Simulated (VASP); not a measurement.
# HfN (P6_3/mmc) in VASP: a series of runs

The runs below take HfN through single point, with r2SCAN.

All numbers are computed with VASP 6.6.1; they aren't measurements. Logs are shortened: lines on timing, memory, paths and dates and some standing lists are left out, and cuts for length are marked.

### 1 The cell of the first run

Symmetry: P6_3/mmc, No. 194, hexagonal system. The conventional cell has a = 3.097 Å, b = 3.097 Å, c = 5.262 Å, α = 90.00°, β = 90.00°, γ = 120.00°. Within 2.9 Å of Hf (site symmetry -6m2) lie 6 N at 2.22 Å. N (site symmetry -3m) has 6 Hf at 2.22 Å and 2 N at 2.63 Å within 2.9 Å.

### 2 Single point, r2SCAN (strain -0.015 along x and y, -0.030 along z)

The input, POSCAR:

```
HfN
1.0
    3.0971365670      0.0000000000      0.0000000000
   -1.5485682835      2.6821989460      0.0000000000
    0.0000000000      0.0000000000      5.2624876204
Hf N
2 2
Direct
    0.6666666667      0.3333333333      0.7500000000
    0.3333333333      0.6666666667      0.2500000000
    0.0000000000      0.0000000000      0.0000000000
    0.0000000000      0.0000000000      0.5000000000
```

The input, INCAR.step1:

```
SYSTEM = HfN
PREC     = Accurate       ! precision mode
ENCUT    = 520            ! plane-wave cutoff, eV
ISMEAR   = 0              ! smearing method
SIGMA    = 0.15           ! smearing width, eV
LREAL    = .False.        ! projectors in reciprocal space
LASPH    = .True.         ! aspherical terms in the spheres
NELM     = 80             ! most SCF steps
NBANDS   = 23             ! bands
GGA      = PE             ! functional
ALGO     = Normal         ! electronic algorithm
EDIFF    = 1E-4           ! SCF threshold, eV
LWAVE    = .True.         ! write WAVECAR
LCHARG   = .False.        ! write CHGCAR
```

The input, INCAR.step2:

```
SYSTEM = HfN
PREC     = Accurate       ! precision mode
ENCUT    = 520            ! plane-wave cutoff, eV
EDIFF    = 1E-6           ! SCF threshold, eV
ISMEAR   = 0              ! smearing method
SIGMA    = 0.15           ! smearing width, eV
LREAL    = .False.        ! projectors in reciprocal space
LASPH    = .True.         ! aspherical terms in the spheres
NELM     = 80             ! most SCF steps
ALGO     = Normal         ! electronic algorithm
ISIF     = 2              ! what is computed and relaxed
LWAVE    = .False.        ! write WAVECAR
LCHARG   = .True.         ! write CHGCAR
METAGGA  = R2SCAN         ! meta-GGA
LMIXTAU  = .True.       
LELF     = .True.         ! ELF
LVHAR    = .True.       
NBANDS   = 23             ! bands
ISTART   = 1
```

The input, KPOINTS:

```
regular mesh
0
Gamma
  18 18 10
  0 0 0
```

Potentials or basis: VASP PAW PBE potentials, release 64 (Hf_pv, N).

Run with:

```sh
$ cat potpaw_PBE.64/Hf_pv/POTCAR potpaw_PBE.64/N/POTCAR > POTCAR
$ cp INCAR.step1 INCAR
$ mpirun -np 1 vasp_std > vasp.out
$ cp INCAR.step2 INCAR
$ mpirun -np 1 vasp_std > vasp.out
```

OUTCAR:

```text
SYSTEM = HfN
   PREC = Accurate
   ENCUT = 520
   EDIFF = 1E-6
   ISMEAR = 0
   LREAL = .False.
   LASPH = .True.
   NELM = 80
   ISIF = 2
   METAGGA = R2SCAN
   ISTART = 1

 ion  position               nearest neighbor table
   1  0.667  0.333  0.750-   3 2.22   4 2.22   3 2.22   4 2.22   3 2.22   4 2.22   2 3.18   2 3.18
                             2 3.18   2 3.18   2 3.18   2 3.18
   2  0.333  0.667  0.250-   3 2.22   4 2.22   3 2.22   4 2.22   3 2.22   4 2.22   1 3.18   1 3.18
                             1 3.18   1 3.18   1 3.18   1 3.18
   3  0.000  0.000  0.000-   1 2.22   2 2.22   2 2.22   1 2.22   1 2.22   2 2.22
   4  0.000  0.000  0.500-   1 2.22   2 2.22   2 2.22   1 2.22   1 2.22   2 2.22

  LATTYP: Found a hexagonal cell.
 ALAT       =     3.0971365670
 C/A-ratio  =     1.6991461327

  Lattice vectors:

 A1 = (   3.0971365670,   0.0000000000,   0.0000000000)
 A2 = (  -1.5485682835,   2.6821989460,   0.0000000000)
 A3 = (   0.0000000000,   0.0000000000,   5.2624876204)

Analysis of symmetry for initial positions (statically):
=====================================================================
 Subroutine PRICEL returns:
 Original cell was already a primitive cell.

 Routine SETGRP: Setting up the symmetry group for a
 hexagonal supercell.

 Subroutine GETGRP returns: Found 24 space group operations
 (whereof 12 operations were pure point group operations)
 out of a pool of 24 trial point group operations.

The static configuration has the point symmetry D_3d.
 The point group associated with its full space group is D_6h.

Analysis of symmetry for dynamics (positions and initial velocities):
=====================================================================
 Subroutine PRICEL returns:
 Original cell was already a primitive cell.

 Routine SETGRP: Setting up the symmetry group for a
 hexagonal supercell.

 Subroutine GETGRP returns: Found 24 space group operations
 (whereof 12 operations were pure point group operations)
 out of a pool of 24 trial point group operations.

The dynamic configuration has the point symmetry D_3d.
 The point group associated with its full space group is D_6h.

 Subroutine INISYM returns: Found 24 space group operations
 (whereof 12 operations are pure point group operations),
[... 95 lines left out ...]
   LNONCOLLINEAR =      F non collinear calculations
   LSORBIT =      F    spin-orbit coupling
   LASPH  =      T    aspherical Exc in radial PAW
   ENCUT  =  520.0 eV  38.22 Ry    6.18 a.u.   5.76  5.76  9.78*2*pi/ulx,y,z
   NELM   =     80;   NELMIN=  2; NELMDL=  0     # of ELM steps
   EDIFF  = 0.1E-05   stopping-criterion for ELM
   LREAL  =      F    real-space projection
   EDIFFG = 0.1E-04   stopping-criterion for IOM
   NSW    =      0    number of steps for IOM
   IBRION =     -1    ionic relax: 0-MD 1-quasi-New 2-CG
   NFREE  =      0    steps in history (QN), initial steepest desc. (CG)
   ISIF   =      2    stress and relaxation
   ISYM   =      2    0-nonsym 1-usesym 2-fastsym
   POTIM  = 0.5000    time-step for ionic-motion
   TEBEG  =    0.0;   TEEND  =   0.0 temperature during run
   PSTRESS=    0.0 pullay stress
   NELECT =      30.0000    total number of electrons
   NUPDOWN=      -1.0000    fix difference up-down
   EMIN   =  10.00;   EMAX   =-10.00  energy-range for DOS
   EFERMI =   0.00;   METHOD = LEGACY
   ISMEAR =     0;   SIGMA  =   0.15  broadening in eV -4-tet -1-fermi 0-gaus
   EFERMI_NEDOS =   21; number of points for ismear=-14 and -15
   IALGO  =     38    algorithm
   IMIX   =      4    mixing-type and parameters
     AMIX     =   0.40;   BMIX     =  1.00
     AMIX_MAG =   1.60;   BMIX_MAG =  1.00
  volume/ion in A,a.u.               =      10.93        73.75
  Fermi-wavevector in a.u.,A,eV,Ry     =   1.444002  2.728768 28.370073  2.085142
  Thomas-Fermi vector in A             =   2.562346
   LORBIT       =      0    0 simple, 1 ext, 2 COOP (PROOUT), +10 PAW based schemes
   METAGGA = R2SCAN    functional components
   LHFCALC =     F    Hartree Fock is set to
   AEXX    =    0.0000 exact exchange contribution
   IVDW    =     0    specifies the selected vdW correction
   LEPSILON=     F    determine dielectric tensor
   LRPA    =     F    only Hartree local field effects (RPA)
 non-spin polarized calculation
 Gauss-broadening in eV      SIGMA  =   0.15
  energy-cutoff  :      520.00
  volume of cell :       43.72
 maximum number of plane-waves:      1192
 NGX is ok and might be reduce to    24
   NGX = 11   NGY = 11   NGZ = 19

 number of electron      29.9999991 magnetization

 Free energy of the ion-electron system (eV)
  ---------------------------------------------------
  ext. energy  EPLUGINS =         0.00000000
  ---------------------------------------------------
  free energy    TOTEN  =      -116.28241167 eV

  energy without entropy =     -116.27520263  energy(sigma->0) =     -116.27880715

 E-fermi :   8.4739     XC(G=0): -13.9208

 val. band max:        8.4654011078   @ k =   0.3333   0.3333   0.0000
 cond. band min:       8.4782406663   @ k =   0.2222   0.0000   0.5000
 fundamental gap:      0.0128395586
 Fermi energy:         8.4738910842

 k-point     1 :       0.0000    0.0000    0.0000
  band No.  band energies     occupation
      1     -24.5687      2.00000
      2     -23.4757      2.00000
      3     -23.3946      2.00000
      4     -23.3946      2.00000
      5     -23.3208      2.00000
      6     -23.3208      2.00000
[... 613 lines left out ...]
     22      15.3148      0.00000
     23      16.4701      0.00000

 [... further k-points ...]

------------------------ aborting loop because EDIFF is reached ----------------------------------------

  FORCE on cell =-STRESS in cart. coord.  units (eV):
  Direction    XX          YY          ZZ          XY          YZ          ZX
  --------------------------------------------------------------------------------------
  -------------------------------------------------------------------------------------
  Total        3.7366723      3.7366723      5.9669437      0.0000000      0.0000000      0.0000000
  in kB      136.9472023    136.9472023    218.6855522      0.0000000      0.0000000      0.0000000
  external PRESSURE =     164.1933190 kB  Pullay stress =       0.0000000 kB

 VOLUME and BASIS-vectors are now :
 -----------------------------------------------------------------------------
  energy-cutoff  :      520.00
  volume of cell :       43.72
      direct lattice vectors                 reciprocal lattice vectors
     3.097136567  0.000000000  0.000000000     0.322878885  0.186414211  0.000000000
    -1.548568284  2.682198946  0.000000000     0.000000000  0.372828422  0.000000000
     0.000000000  0.000000000  5.262487620     0.000000000  0.000000000  0.190024200

 POSITION                                       TOTAL-FORCE (eV/Angst)
 -----------------------------------------------------------------------------------
      1.54857      0.89407      3.94687        -0.000000      0.000000      0.000000
     -0.00000      1.78813      1.31562         0.000000     -0.000000      0.000000
      0.00000      0.00000      0.00000         0.000000      0.000000      0.000000
      0.00000      0.00000      2.63124         0.000000      0.000000      0.000000
 -----------------------------------------------------------------------------------
    total drift:                               -0.000000      0.000000     -0.000000

  FREE ENERGIE OF THE ION-ELECTRON SYSTEM (eV)
  ---------------------------------------------------
  free  energy   TOTEN  =      -116.2824116672 eV

  energy  without entropy=     -116.2752026329  energy(sigma->0) =     -116.27880715
```

OSZICAR.step1:

```text
N       E                     dE             d eps       ncg     rms          rms(c)
DAV:   1     0.113684859084E+03    0.11368E+03   -0.16728E+04 10220   0.132E+03
DAV:   2    -0.432390461781E+02   -0.15692E+03   -0.14911E+03 13192   0.318E+02
DAV:   3    -0.493105937949E+02   -0.60715E+01   -0.60311E+01 13236   0.507E+01
DAV:   4    -0.493582468970E+02   -0.47653E-01   -0.47629E-01 11704   0.485E+00
DAV:   5    -0.493587732065E+02   -0.52631E-03   -0.52621E-03 13768   0.425E-01    0.818E+01
DAV:   6    -0.433249210433E+02    0.60339E+01   -0.26024E+01 12233   0.274E+01    0.615E+01
DAV:   7    -0.432445435622E+02    0.80377E-01   -0.17240E+00 11966   0.822E+00    0.232E+01
DAV:   8    -0.432246544804E+02    0.19889E-01   -0.81315E-02 13317   0.199E+00    0.359E+00
DAV:   9    -0.432192361499E+02    0.54183E-02   -0.34930E-02 11830   0.104E+00    0.298E+00
DAV:  10    -0.432184964209E+02    0.73973E-03   -0.85448E-03 12317   0.576E-01    0.100E+00
DAV:  11    -0.432182561082E+02    0.24031E-03   -0.11247E-03 12588   0.221E-01    0.895E-02
DAV:  12    -0.432182561190E+02   -0.10818E-07   -0.52366E-05  7157   0.517E-02
   1 F= -.43218256E+02 E0= -.43214403E+02  d E =-.770585E-02
```

Run time: 7.9 min. Hardware: 1 thread of Intel Xeon Platinum 8259CL at 2.50GHz (Skylake/Cascade Lake), shared host; peak memory 0.32 GiB.

What came out:

* Free energy: -116.2824 eV
* Pressure: 16.4 GPa
* Band gap on the k mesh: zero (bands 15 and 16 overlap by 2.71 eV)

Stress tensor (GPa, compression positive):
```
13.69  0.00  0.00
 0.00 13.69  0.00
 0.00  0.00 21.87
```

Caveat: the cell differs from its parent crystal (strain -0.015 along x and y, -0.030 along z); the cell stands under pressure; the PAW data sets were made with another functional, which shifts forces and pressure a little; spin-orbit coupling is left out, which moves the levels of the heavy elements.

[end of part 1 of 2]
